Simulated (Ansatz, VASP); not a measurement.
## GeAu: VASP beside Ansatz

Contents of INCAR:

```
SYSTEM = GeAu
PREC     = Accurate       ! precision mode
ENCUT    = 520            ! plane-wave cutoff, eV
EDIFF    = 1E-7           ! SCF threshold, eV
ISMEAR   = 0              ! smearing method
SIGMA    = 0.1            ! smearing width, eV
LREAL    = .FALSE.        ! projectors in reciprocal space
LASPH    = .TRUE.         ! aspherical terms in the spheres
NELM     = 80             ! most SCF steps
ALGO     = Normal         ! electronic algorithm
ISIF     = 2              ! what is computed and relaxed
LWAVE    = .FALSE.        ! write WAVECAR
LCHARG   = .FALSE.        ! write CHGCAR
GGA      = PE             ! functional
NBANDS   = 20             ! bands
```

File KPOINTS:

```
Automatic mesh
0
G
  6 6 4
  0 0 0
```

The input POSCAR:

```
GeAu
1.0
    3.1862705800      0.0000000000      0.0000000000
   -1.5931352900      2.7593912600      0.0000000000
    0.0000000000      0.0000000000      4.2904497200
Ge Au
1 1
Direct
    0.0000000000      0.0000000000      0.0000000000
    0.3333333300      0.6666666700      0.5000000000
```

Input for Ansatz:

```yaml
crystal:
  lattice:
    - [3.18627058, 0.0, 0.0]
    - [-1.59313529, 2.75939126, 0.0]
    - [0.0, 0.0, 4.29044972]
  atoms:
    - { symbol: Ge, position: [0.0, 0.0, 0.0] }
    - { symbol: Au, position: [0.33333333, 0.66666667, 0.5] }
basis:
  ecutwfc: 420
kpoints:
  mp_grid: { grid: [6, 6, 4] }
hamiltonian:
  xc: pbe
scf:
  occupations: { method: gaussian, width: 0.1 }
  lower_state_search: "off"
output:
  forces: true
  stress: true
  eigenvalues: true
```

Alike in both runs: task single point; functional PBE; k mesh 6 × 6 × 4; occupations gaussian, width 0.1 eV; no spin polarisation.

```csv
,VASP,Ansatz
version,VASP 6.6.1,Ansatz 0.2.0
potentials or method,"VASP PAW PBE potentials, release 64 (Ge_d, Au), cutoff 520 eV","scalar-relativistic, plane waves, PAW"
valence electrons in the cell,25,33
```

Ansatz gave:

```
gap on the k mesh at the Fermi level (eV)                     : none
pressure (GPa)                                                : 2.2
traceless stress, the component that is largest in VASP (GPa) : 2.15
```

Q: What did VASP give for the same quantities?

A: gap on the k mesh at the Fermi level (eV): none; pressure (GPa): 2.2; traceless stress, the component that is largest in VASP (GPa): 2.25.

A gap of «none» marks a metal or a gap that the smearing closes. VASP's potentials hold 25 valence electrons a cell and Ansatz's 33, so a difference there can come from the potentials and not from the codes.

The k mesh is coarse, so the values compare programs but aren't converged. Spin-orbit coupling is off throughout.
